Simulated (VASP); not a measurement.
A run of VASP 6.6.1 is set up as follows.

The input INCAR:

```
SYSTEM = Ga
PREC = Accurate
ENCUT = 600
EDIFF = 1E-6
ISMEAR = -1
SIGMA = 0.05
LREAL = .FALSE.
LASPH = .TRUE.
NELM = 100
ALGO = Fast
ISIF = 3
LWAVE = .FALSE.
LCHARG = .FALSE.
GGA = PS
IBRION = 2
NSW = 60
EDIFFG = -0.01
```

File KPOINTS:

```
regular mesh
0
G
  10 10 8
  0 0 0
```

POSCAR

```
Ga
1.0
    1.3830000000     -4.0265000000      0.0000000000
    1.3830000000      4.0265000000      0.0000000000
   -0.1174474948      0.0000000000      3.3299294416
Ga
2
Direct
    0.1310000000      0.8690000000      0.7500000000
    0.8690000000      0.1310000000      0.2500000000
```

Potentials or basis: VASP PAW PBE potentials, release 64 (Ga_d).

Launch:

```console
$ cat potpaw_PBE.64/Ga_d/POTCAR > POTCAR
$ mpirun -np 1 vasp_std > vasp.out
```

**Question.** Estimate the relaxed cell.

**Answer.** a = 4.254 Å, b = 4.254 Å, c = 3.170 Å, α = 90.15°, β = 90.15°, γ = 141.24°.

**Question.** What does it give for the space group after relaxing (to 0.1 Å)?

**Answer.** Cmcm (No. 63).

**Question.** Estimate the band gap on the k mesh.

**Answer.** Zero (bands 13 and 14 overlap by 9.17 eV).

Step by step:
| step | energy change (eV) | largest force (eV/Å) | pressure (GPa) | volume (Å³) |
| --- | --- | --- | --- | --- |
| 1 | 0.0000 | 0.1979 | -1.88 | 37.09 |
| 2 | -0.0128 | 0.1286 | -0.16 | 35.93 |
| 3 | -0.0138 | 0.1067 | 0.35 | 35.60 |
| 4 | -0.0138 | 0.0983 | 0.57 | 35.49 |
| 5 | -0.0173 | 0.0505 | 0.48 | 35.58 |
| 6 | -0.0214 | 0.0448 | 0.22 | 35.75 |
| 7 | -0.0180 | 0.2264 | -0.10 | 36.05 |
| 8 | -0.0223 | 0.0881 | 0.15 | 35.83 |
| 9 | -0.0224 | 0.1233 | 0.02 | 35.87 |
| 10 | -0.0234 | 0.0546 | -0.07 | 35.99 |
| 11 | -0.0238 | 0.0779 | -0.08 | 35.95 |
| 12 | -0.0245 | 0.0202 | 0.19 | 35.87 |
| 13 | -0.0245 | 0.0079 | 0.29 | 35.86 |
| 14 | -0.0243 | 0.0190 | -0.25 | 36.11 |
| 15 | -0.0246 | 0.0118 | -0.16 | 35.92 |
| 16 | -0.0246 | 0.0127 | 0.01 | 35.91 |
| 17 | -0.0246 | 0.0048 | -0.07 | 35.92 |
| 18 | -0.0246 | 0.0089 | -0.06 | 35.92 |
| 19 | -0.0246 | 0.0057 | 0.01 | 35.91 |

Caveat: the PAW data sets were made with another functional, which shifts forces and pressure a little.
